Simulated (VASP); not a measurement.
Runs of VASP 6.6.1 on Ga. The structure is that of space group P6_3/mmc (No. 194), or close to it. The cells are those of the table. 

| task | cell | k mesh | gap on the mesh (eV) | pressure (GPa) |
| --- | --- | --- | --- | --- |
| single point | a = 2.970, b = 2.970, c = 9.939 Å, angles 90.0, 90.0, 120.0°, 4 atoms | 18 × 18 × 6 | none | 0.0 |
| relaxation of cell and atoms | relaxed from a = 2.655, b = 2.655, c = 8.546 Å, angles 90.0, 90.0, 120.0°, 4 atoms | 12 × 12 × 4 | none | -0.2 |
| single point | a = 3.037, b = 3.037, c = 9.479 Å, angles 90.0, 90.0, 120.0°, 4 atoms | 12 × 12 × 4 | none | 0.1 |
| single point | a = 2.655, b = 2.655, c = 8.546 Å, angles 90.0, 90.0, 120.0°, 4 atoms | 6 × 6 × 2 | none | (a) |

Alike in all rows: level PBE; potentials or basis VASP PAW PBE potentials, release 64 (Ga_d); no spin polarisation; cutoff (eV) 500; smearing gaussian 0.1 eV.

Q: Fill in the values left out.

A: (a) 46.3.

Caveats: some runs use coarse meshes.

A k mesh can miss the band edges, and the runs leave out spin-orbit coupling on Ga.

A gap of «none» marks levels without a gap at the run's occupations.
